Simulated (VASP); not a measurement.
# BN in VASP: further runs

Runs on BN. Level: LDA. Tasks: single point.

Everything below comes from runs of VASP 6.6.1. Logs are shortened: lines on timing, memory, paths and dates and some standing lists are left out, and cuts for length are marked.

## 1. The cell of the first run

Symmetry: F-43m, No. 216, cubic system. The conventional cell has a = 3.718 Å, b = 3.718 Å, c = 3.718 Å, α = 90.00°, β = 90.00°, γ = 90.00°. Within 2.1 Å of B (site symmetry -43m) lie 4 N at 1.61 Å. Within 2.1 Å of N (site symmetry -43m) lie 4 B at 1.61 Å.

## 2. Single point, LDA (6.42 Å³/atom)

INCAR

```
SYSTEM = BN
PREC = Accurate
ENCUT = 600
EDIFF = 1E-6
ISMEAR = 0
SIGMA = 0.05
LREAL = .False.
LASPH = .True.
NELM = 120
ALGO = Normal
ISIF = 2
LWAVE = .False.
LCHARG = .False.
NBANDS = 11
GGA_COMPAT = .False.
```

KPOINTS

```
regular mesh
0
Gamma
  12 12 12
  0 0 0
```

POSCAR

```
BN
1.0
    0.0000000000      1.8589534329      1.8589534329
    1.8589534329      0.0000000000      1.8589534329
    1.8589534329      1.8589534329      0.0000000000
B N
1 1
Direct
    0.0000000000      0.0000000000      0.0000000000
    0.7500000000      0.7500000000      0.7500000000
```

Potentials or basis: VASP PAW LDA potentials, release 64 (B, N).

The run is started by

```sh
$ cat potpaw_LDA.64/B/POTCAR potpaw_LDA.64/N/POTCAR > POTCAR
$ mpirun -np 1 vasp_std > vasp.out
```

OUTCAR:

```text
SYSTEM = BN
   PREC = Accurate
   ENCUT = 600
   EDIFF = 1E-6
   ISMEAR = 0
   LREAL = .False.
   LASPH = .True.
   NELM = 120
   ISIF = 2

 ion  position               nearest neighbor table
   1  0.000  0.000  0.000-   2 1.61   2 1.61   2 1.61   2 1.61
   2  0.750  0.750  0.750-   1 1.61   1 1.61   1 1.61   1 1.61

  LATTYP: Found a face centered cubic cell.
 ALAT       =     3.7179068658

  Lattice vectors:

 A1 = (   0.0000000000,   1.8589534329,   1.8589534329)
 A2 = (   1.8589534329,   0.0000000000,   1.8589534329)
 A3 = (   1.8589534329,   1.8589534329,   0.0000000000)

Analysis of symmetry for initial positions (statically):
=====================================================================
 Subroutine PRICEL returns:
 Original cell was already a primitive cell.

 Routine SETGRP: Setting up the symmetry group for a
 face centered cubic supercell.

 Subroutine GETGRP returns: Found 24 space group operations
 (whereof 24 operations were pure point group operations)
 out of a pool of 48 trial point group operations.

The static configuration has the point symmetry T_d .

Analysis of symmetry for dynamics (positions and initial velocities):
=====================================================================
 Subroutine PRICEL returns:
 Original cell was already a primitive cell.

 Routine SETGRP: Setting up the symmetry group for a
 face centered cubic supercell.

 Subroutine GETGRP returns: Found 24 space group operations
 (whereof 24 operations were pure point group operations)
 out of a pool of 48 trial point group operations.

The dynamic configuration has the point symmetry T_d .

 Subroutine INISYM returns: Found 24 space group operations
 (whereof 24 operations are pure point group operations),
 and found     1 'primitive' translations

----------------------------------------------------------------------------------------

                                     Primitive cell

  volume of cell :      12.8480

  direct lattice vectors                    reciprocal lattice vectors
     0.000000000  1.858953433  1.858953433    -0.268968545  0.268968545  0.268968545
     1.858953433  0.000000000  1.858953433     0.268968545 -0.268968545  0.268968545
     1.858953433  1.858953433  0.000000000     0.268968545  0.268968545 -0.268968545

  length of vectors
     2.628957157  2.628957157  2.628957157     0.465867186  0.465867186  0.465867186

  position of ions in fractional coordinates (direct lattice)
     0.000000000  0.000000000  0.000000000
     0.750000000  0.750000000  0.750000000

  ion indices of the primitive-cell ions
   primitive index   ion index
                 1           1
                 2           2

----------------------------------------------------------------------------------------

 KPOINTS: regular mesh

Automatic generation of k-mesh.
 Grid dimensions read from file:
 generate k-points for:   12   12   12

 Generating k-lattice:

  Cartesian coordinates                     Fractional coordinates (reciprocal lattice)
    -0.022414045  0.022414045  0.022414045     0.083333333  0.000000000  0.000000000
     0.022414045 -0.022414045  0.022414045     0.000000000  0.083333333  0.000000000
     0.022414045  0.022414045 -0.022414045     0.000000000  0.000000000  0.083333333

  Length of vectors
     0.038822265  0.038822265  0.038822265

  Shift w.r.t. Gamma in fractional coordinates (k-lattice)
     0.000000000  0.000000000  0.000000000

 Subroutine IBZKPT returns following result:
 ===========================================

 Found     72 irreducible k-points:

 Following reciprocal coordinates:
            Coordinates               Weight
  0.000000  0.000000  0.000000      1.000000
  0.083333  0.000000  0.000000      8.000000
  0.166667  0.000000  0.000000      8.000000
  0.250000  0.000000  0.000000      8.000000
  0.333333  0.000000  0.000000      8.000000
  0.416667  0.000000  0.000000      8.000000
[... 16 lines left out ...]
  0.500000  0.166667  0.000000     24.000000
 -0.416667  0.166667  0.000000     24.000000
 [... further k-points ...]
   k-points           NKPTS =     72   k-points in BZ     NKDIM =     72   number of bands    NBANDS=     11
   number of dos      NEDOS =    301   number of ions     NIONS =      2
   total plane-waves  NPLWV =  13824
   dimension x,y,z NGX =    24 NGY =   24 NGZ =   24
   dimension x,y,z NGXF=    48 NGYF=   48 NGZF=   48
   ions per type =               1   1
   NGX,Y,Z   is equivalent  to a cutoff of  15.18, 15.18, 15.18 a.u.
   NGXF,Y,Z  is equivalent  to a cutoff of  30.35, 30.35, 30.35 a.u.
 SYSTEM =  BN
   PREC   = accura    normal or accurate (medium, high low for compatibility)
   ISTART =      0    job   : 0-new  1-cont  2-samecut
   ICHARG =      2    charge: 1-file 2-atom 10-const
   ISPIN  =      1    spin polarized calculation?
   LNONCOLLINEAR =      F non collinear calculations
   LSORBIT =      F    spin-orbit coupling
   LASPH  =      T    aspherical Exc in radial PAW
   ENCUT  =  600.0 eV  44.10 Ry    6.64 a.u.   5.25  5.25  5.25*2*pi/ulx,y,z
   NELM   =    120;   NELMIN=  2; NELMDL= -5     # of ELM steps
   EDIFF  = 0.1E-05   stopping-criterion for ELM
   LREAL  =      F    real-space projection
   EDIFFG = 0.1E-04   stopping-criterion for IOM
   NSW    =      0    number of steps for IOM
   IBRION =     -1    ionic relax: 0-MD 1-quasi-New 2-CG
   NFREE  =      0    steps in history (QN), initial steepest desc. (CG)
   ISIF   =      2    stress and relaxation
   ISYM   =      2    0-nonsym 1-usesym 2-fastsym
   POTIM  = 0.5000    time-step for ionic-motion
   TEBEG  =    0.0;   TEEND  =   0.0 temperature during run
   PSTRESS=    0.0 pullay stress
   NELECT =       8.0000    total number of electrons
   NUPDOWN=      -1.0000    fix difference up-down
   EMIN   =  10.00;   EMAX   =-10.00  energy-range for DOS
   EFERMI =   0.00;   METHOD = LEGACY
   ISMEAR =     0;   SIGMA  =   0.05  broadening in eV -4-tet -1-fermi 0-gaus
   EFERMI_NEDOS =   21; number of points for ismear=-14 and -15
   IALGO  =     38    algorithm
   IMIX   =      4    mixing-type and parameters
     AMIX     =   0.40;   BMIX     =  1.00
     AMIX_MAG =   1.60;   BMIX_MAG =  1.00
  volume/ion in A,a.u.               =       6.42        43.35
  Fermi-wavevector in a.u.,A,eV,Ry     =   1.397954  2.641751 26.589543  1.954276
  Thomas-Fermi vector in A             =   2.521160
   LORBIT       =      0    0 simple, 1 ext, 2 COOP (PROOUT), +10 PAW based schemes
   GGA     = CA    functional components
   LHFCALC =     F    Hartree Fock is set to
   AEXX    =    0.0000 exact exchange contribution
   IVDW    =     0    specifies the selected vdW correction
   LEPSILON=     F    determine dielectric tensor
   LRPA    =     F    only Hartree local field effects (RPA)
 non-spin polarized calculation
 Gauss-broadening in eV      SIGMA  =   0.05
  energy-cutoff  :      600.00
  volume of cell :       12.85
 maximum number of plane-waves:       444
 NGX is ok and might be reduce to    24
   NGX = 11   NGY = 11   NGZ = 11

 number of electron       8.0000000 magnetization

 Free energy of the ion-electron system (eV)
  ---------------------------------------------------
  ext. energy  EPLUGINS =         0.00000000
  ---------------------------------------------------
  free energy    TOTEN  =       -19.25168926 eV

  energy without entropy =      -19.25168926  energy(sigma->0) =      -19.25168926

 E-fermi :   6.6450     XC(G=0): -12.7048

 val. band max:        6.3694978926   @ k =   0.0000   0.0000   0.0000
 cond. band min:      10.6100476131   @ k =   0.5000   0.5000   0.0000
 fundamental gap:      4.2405497204
 Fermi energy:         6.6449538010

 k-point     1 :       0.0000    0.0000    0.0000
  band No.  band energies     occupation
      1     -12.7765      2.00000
      2       6.3695      2.00000
      3       6.3695      2.00000
      4       6.3695      2.00000
      5      14.6585      0.00000
      6      14.6585      0.00000
      7      14.6585      0.00000
      8      15.4801      0.00000
      9      29.3101      0.00000
     10      33.1431      0.00000
     11      33.1431      0.00000

 k-point     2 :       0.0833    0.0000    0.0000
  band No.  band energies     occupation
      1     -12.6182      2.00000
      2       5.5110      2.00000
      3       6.2035      2.00000
      4       6.2035      2.00000
      5      14.7494      0.00000
      6      14.9079      0.00000
      7      14.9079      0.00000
      8      16.1043      0.00000
      9      29.2191      0.00000
     10      30.9463      0.00000
     11      30.9463      0.00000

 k-point     3 :       0.1667    0.0000    0.0000
  band No.  band energies     occupation
      1     -12.1496      2.00000
      2       3.5408      2.00000
      3       5.7985      2.00000
      4       5.7985      2.00000
      5      14.9234      0.00000
      6      15.4914      0.00000
      7      15.4914      0.00000
      8      17.4501      0.00000
      9      28.8724      0.00000
     10      29.4717      0.00000
     11      29.4717      0.00000

 k-point     4 :       0.2500    0.0000    0.0000
  band No.  band energies     occupation
      1     -11.3944      2.00000
      2       1.2313      2.00000
      3       5.3290      2.00000
      4       5.3290      2.00000
      5      15.1326      0.00000
      6      16.0627      0.00000
      7      16.0627      0.00000
      8      18.7698      0.00000
      9      28.4007      0.00000
     10      29.0495      0.00000
     11      29.0495      0.00000
[... 239 lines left out ...]
 k-point    22 :       0.4167    0.1667    0.0000
  band No.  band energies     occupation
      1      -9.5867      2.00000
      2      -1.2840      2.00000
      3       3.4381      2.00000
      4       3.6463      2.00000
      5      14.3383      0.00000
      6      17.7529      0.00000
      7      18.3956      0.00000
      8      19.1514      0.00000
      9      25.4809      0.00000
     10      30.7747      0.00000
     11      33.3547      0.00000

 k-point    23 :       0.5000    0.1667    0.0000
  band No.  band energies     occupation
      1      -8.7088      2.00000
      2      -2.7110      2.00000
      3       2.8946      2.00000
      4       3.7113      2.00000
      5      14.6920      0.00000
      6      17.6750      0.00000
      7      18.1968      0.00000
      8      20.3005      0.00000
      9      25.8201      0.00000
     10      30.8941      0.00000
     11      32.5415      0.00000

 k-point    24 :      -0.4167    0.1667    0.0000
  band No.  band energies     occupation
      1      -8.5441      2.00000
      2      -2.9532      2.00000
      3       2.5237      2.00000
      4       4.0003      2.00000
      5      15.1195      0.00000
      6      17.5284      0.00000
      7      17.8395      0.00000
      8      20.8197      0.00000
      9      26.0884      0.00000
     10      30.5206      0.00000
     11      31.1314      0.00000

 [... further k-points ...]

------------------------ aborting loop because EDIFF is reached ----------------------------------------

  FORCE on cell =-STRESS in cart. coord.  units (eV):
  Direction    XX          YY          ZZ          XY          YZ          ZX
  --------------------------------------------------------------------------------------
  -------------------------------------------------------------------------------------
  Total       -2.9258374     -2.9258374     -2.9258374     -0.0000000     -0.0000000      0.0000000
  in kB     -364.8591464   -364.8591464   -364.8591464     -0.0000000     -0.0000000      0.0000000
  external PRESSURE =    -364.8591464 kB  Pullay stress =       0.0000000 kB

 VOLUME and BASIS-vectors are now :
 -----------------------------------------------------------------------------
  energy-cutoff  :      600.00
  volume of cell :       12.85
      direct lattice vectors                 reciprocal lattice vectors
     0.000000000  1.858953433  1.858953433    -0.268968545  0.268968545  0.268968545
     1.858953433  0.000000000  1.858953433     0.268968545 -0.268968545  0.268968545
     1.858953433  1.858953433  0.000000000     0.268968545  0.268968545 -0.268968545

 POSITION                                       TOTAL-FORCE (eV/Angst)
 -----------------------------------------------------------------------------------
      0.00000      0.00000      0.00000        -0.000000     -0.000000     -0.000000
      2.78843      2.78843      2.78843         0.000000      0.000000      0.000000
 -----------------------------------------------------------------------------------
    total drift:                                0.000000      0.000000      0.000000

  FREE ENERGIE OF THE ION-ELECTRON SYSTEM (eV)
  ---------------------------------------------------
  free  energy   TOTEN  =       -19.2516892594 eV

  energy  without entropy=      -19.2516892594  energy(sigma->0) =      -19.25168926
```

Run time: 7.8 s. Hardware: 1 thread of AMD EPYC 7R13, shared host; peak memory 0.13 GiB.

What came out:

| Quantity | Value |
| --- | --- |
| Free energy | -19.2517 eV |
| Pressure | -36.5 GPa |
| Band gap on the k mesh | 4.24 eV (least direct gap 8.29 eV) |

Levels at points of the mesh, in eV from the valence-band top:
| k point | band 1 | band 2 | band 3 | band 4 | band 5 | band 6 | band 7 | band 8 |
| --- | --- | --- | --- | --- | --- | --- | --- | --- |
| (0.00, 0.00, 0.00) | -19.15 | 0.00 | 0.00 | 0.00 | 8.29 | 8.29 | 8.29 | 9.11 |
| (0.50, 0.00, 0.00) | -15.25 | -9.97 | -1.79 | -1.79 | 9.13 | 10.10 | 10.10 | 14.16 |
| (0.50, 0.50, 0.00) | -13.99 | -8.36 | -4.53 | -4.53 | 4.24 | 8.66 | 16.45 | 16.45 |

Caveat: the cell stands under tension. A k mesh can miss the band edges.

## 3. Single point, LDA (6.19 Å³/atom)

This run uses another cell than the first one, of 6.19 Å³/atom.

INCAR

```
PREC     = Accurate       # precision mode
ENCUT    = 600            # plane-wave cutoff, eV
EDIFF    = 1E-6           # SCF threshold, eV
ISMEAR   = 0              # smearing method
SIGMA    = 0.05           # smearing width, eV
LREAL    = False          # projectors in reciprocal space
LASPH    = True           # aspherical terms in the spheres
NELM     = 120            # most SCF steps
ALGO     = Normal         # electronic algorithm
ISIF     = 2              # what is computed and relaxed
LWAVE    = False          # write WAVECAR
LCHARG   = True           # write CHGCAR
GGA      = CA             # functional
LELF     = True           # ELF
LVHAR    = True         
NBANDS   = 11             # bands
GGA_COMPAT= False
```

KPOINTS

```
regular mesh
0
Gamma
  12 12 12
```

POSCAR

```
BN
1.0
    0.0000000000      1.8364977489      1.8364977489
    1.8364977489      0.0000000000      1.8364977489
    1.8364977489      1.8364977489      0.0000000000
B N
1 1
Direct
    0.0000000000      0.0000000000      0.0000000000
    0.7500000000      0.7500000000      0.7500000000
```

Potentials or basis: VASP PAW LDA potentials, release 64 (B, N).

The run is started by

```sh
$ cat potpaw_LDA.64/B/POTCAR potpaw_LDA.64/N/POTCAR > POTCAR
$ mpirun -np 1 vasp_std > vasp.out
```

OUTCAR:

```text
PREC = Accurate
   ENCUT = 600
   EDIFF = 1E-6
   ISMEAR = 0
   LREAL = False
   LASPH = True
   NELM = 120
   ISIF = 2
   GGA = CA

 ion  position               nearest neighbor table
   1  0.000  0.000  0.000-   2 1.59   2 1.59   2 1.59   2 1.59
   2  0.750  0.750  0.750-   1 1.59   1 1.59   1 1.59   1 1.59

  LATTYP: Found a face centered cubic cell.
 ALAT       =     3.6729954978

  Lattice vectors:

 A1 = (   0.0000000000,   1.8364977489,   1.8364977489)
 A2 = (   1.8364977489,   0.0000000000,   1.8364977489)
 A3 = (   1.8364977489,   1.8364977489,   0.0000000000)

Analysis of symmetry for initial positions (statically):
=====================================================================
 Subroutine PRICEL returns:
 Original cell was already a primitive cell.

 Routine SETGRP: Setting up the symmetry group for a
 face centered cubic supercell.

 Subroutine GETGRP returns: Found 24 space group operations
 (whereof 24 operations were pure point group operations)
 out of a pool of 48 trial point group operations.

The static configuration has the point symmetry T_d .
[... 171 lines left out ...]
      1     -12.7362      2.00000
      2       6.8017      2.00000
      3       6.8017      2.00000
      4       6.8017      2.00000
      5      15.2614      0.00000
      6      15.2614      0.00000
      7      15.2614      0.00000
      8      16.4797      0.00000
      9      30.4040      0.00000
     10      34.0091      0.00000
     11      34.0091      0.00000
[... 309 lines left out ...]
 k-point    24 :      -0.4167    0.1667    0.0000
  band No.  band energies     occupation
      1      -8.3262      2.00000
      2      -2.8150      2.00000
      3       2.8414      2.00000
      4       4.3439      2.00000
      5      15.7470      0.00000
      6      18.3919      0.00000
      7      18.5418      0.00000
      8      21.7082      0.00000
      9      26.9502      0.00000
     10      31.3900      0.00000
     11      32.2541      0.00000

 [... further k-points ...]

------------------------ aborting loop because EDIFF is reached ----------------------------------------

  FORCE on cell =-STRESS in cart. coord.  units (eV):
  Direction    XX          YY          ZZ          XY          YZ          ZX
  --------------------------------------------------------------------------------------
  -------------------------------------------------------------------------------------
  Total       -2.0270940     -2.0270940     -2.0270940      0.0000000      0.0000000      0.0000000
  in kB     -262.1701625   -262.1701625   -262.1701625      0.0000000      0.0000000      0.0000000
  external PRESSURE =    -262.1701625 kB  Pullay stress =       0.0000000 kB

 VOLUME and BASIS-vectors are now :
 -----------------------------------------------------------------------------
  energy-cutoff  :      600.00
  volume of cell :       12.39
      direct lattice vectors                 reciprocal lattice vectors
     0.000000000  1.836497749  1.836497749    -0.272257344  0.272257344  0.272257344
     1.836497749  0.000000000  1.836497749     0.272257344 -0.272257344  0.272257344
     1.836497749  1.836497749  0.000000000     0.272257344  0.272257344 -0.272257344

 POSITION                                       TOTAL-FORCE (eV/Angst)
 -----------------------------------------------------------------------------------
      0.00000      0.00000      0.00000         0.000000      0.000000      0.000000
      2.75475      2.75475      2.75475        -0.000000     -0.000000     -0.000000
 -----------------------------------------------------------------------------------
    total drift:                                0.000000      0.000000      0.000000

  FREE ENERGIE OF THE ION-ELECTRON SYSTEM (eV)
  ---------------------------------------------------
  free  energy   TOTEN  =       -19.3412854907 eV

  energy  without entropy=      -19.3412854907  energy(sigma->0) =      -19.34128549
```

It took 7.5 s on 1 thread of AMD EPYC 7R13, shared host; peak memory 0.13 GiB.

Results:

```yaml
Free_energy: -19.3413 eV
Pressure: -26.2 GPa
Band_gap_on_the_k_mesh: 4.29 eV (least direct gap 8.46 eV)
```

Caveat: the cell stands under tension. A k mesh can miss the band edges.

(Continued in part 2 of 2.)
